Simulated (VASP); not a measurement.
**Ru: single point with B3LYP**

Crystal: Ru.

```
Ru
1.0
     2.70580    0.00000    0.00000
    -1.35290    2.34329    0.00000
     0.00000    0.00000    4.28190
Ru
2
Direct
  0.66667 0.33333 0.75000
  0.33333 0.66667 0.25000
```

| Property | Result |
| --- | --- |
| Program | VASP 6.6.1 |
| Task | single point |
| Functional | B3LYP |
| Potentials or basis | VASP PAW PBE potentials, release 64 (Ru_pv) |
| Cutoff | 520 eV |
| k mesh | 6 × 6 × 3 |
| Occupations | fermi-dirac, width 0.05 eV |
| Spin | no spin polarisation |

| Item | Value |
| --- | --- |
| Pressure | 7.0 GPa |
| Band gap on the k mesh | zero (bands 14 and 15 overlap by 4.23 eV) |

Stress tensor (GPa, compression positive):
```
9.82 0.00 0.00
0.00 9.82 0.00
0.00 0.00 1.37
```

Levels at points of the mesh, in eV from the Fermi level:
| k point | band 10 | band 11 | band 12 | band 13 | band 14 | band 15 | band 16 | band 17 | band 18 | band 19 |
| --- | --- | --- | --- | --- | --- | --- | --- | --- | --- | --- |
| (0.00, 0.00, 0.00) | -3.33 | -3.08 | -2.61 | -2.61 | -2.06 | -2.06 | 1.65 | 1.65 | 1.95 | 11.70 |
| (0.50, 0.00, 0.00) | -3.88 | -2.68 | -2.06 | -2.02 | 1.98 | 2.44 | 2.45 | 5.01 | 7.25 | 12.44 |

Run time: 31 min on 1 thread of Intel(R) Xeon(R) Platinum 8259CL CPU @ 2.50GHz (Skylake/Cascade Lake) (shared host), peak memory 0.16 GiB.

Caveat: the k points lie up to 0.49 Å⁻¹ apart, too coarse for converged energies and pressures of a metal; the PAW data sets were made with another functional, which shifts forces and pressure a little.
